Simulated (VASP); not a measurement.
Wanted: the native input for a VASP 6.6.1 run.

```yaml
Task: single point
Functional: PBE
Potentials_or_basis: VASP PAW PBE potentials, release 64 (Hf_pv, Si, B)
Cutoff: 520 eV
k_mesh: 6 × 6 × 4
Occupations: gaussian, width 0.2 eV
Spin: no spin polarisation
Dipole_correction: no
Further_INCAR_settings: ALGO = Normal; EDIFF = 1e-07; NBANDS = 24
```

The structure of HfSi2B4 lies in POSCAR:

```
HfSi2B4
1.0
    3.1797336528      0.0000000000      0.0000000000
    0.0000000000      4.6024203503      0.0000000000
    0.0000000000      0.0000000000      5.2671440387
Hf Si B
1 2 4
Direct
    0.5000000000      1.0000000000      0.0000000000
    0.5000000000      0.5000000000      0.7509807271
    0.5000000000      0.5000000000      0.2490192729
    0.0000000000      0.8084591127      0.6674127932
    1.0000000000      0.8084591127      0.3325872068
    0.0000000000      0.1915408873      0.3325872068
    0.0000000000      0.1915408873      0.6674127932
```

These files were run (other wordings do the same):

INCAR

```
SYSTEM = HfSi2B4
PREC = Accurate
ENCUT = 520
EDIFF = 1E-7
ISMEAR = 0
SIGMA = 0.2
LREAL = .False.
LASPH = .True.
NELM = 60
ALGO = Normal
ISIF = 2
LWAVE = .False.
LCHARG = .False.
GGA = PE
NBANDS = 24
```

KPOINTS

```
Automatic mesh
0
Gamma
  6 6 4
  0 0 0
```

Potentials or basis: VASP PAW PBE potentials, release 64 (Hf_pv, Si, B).

Run with:

```console
$ cat potpaw_PBE.64/Hf_pv/POTCAR potpaw_PBE.64/Si/POTCAR potpaw_PBE.64/B/POTCAR > POTCAR
$ mpirun -np 1 vasp_std > vasp.out
```

Results of the run:

The pressure is -0.1 GPa and the largest force is 0.030 eV/Å. The band gap on the k mesh is zero (bands 15 and 16 overlap by 1.90 eV).

Caveat: spin-orbit coupling is left out, which moves the levels of the heavy elements.

It took 65 s on 1 thread of AMD EPYC 7R43 64-Core Processor (Zen 3), on a shared host, peak memory 0.2 GiB.
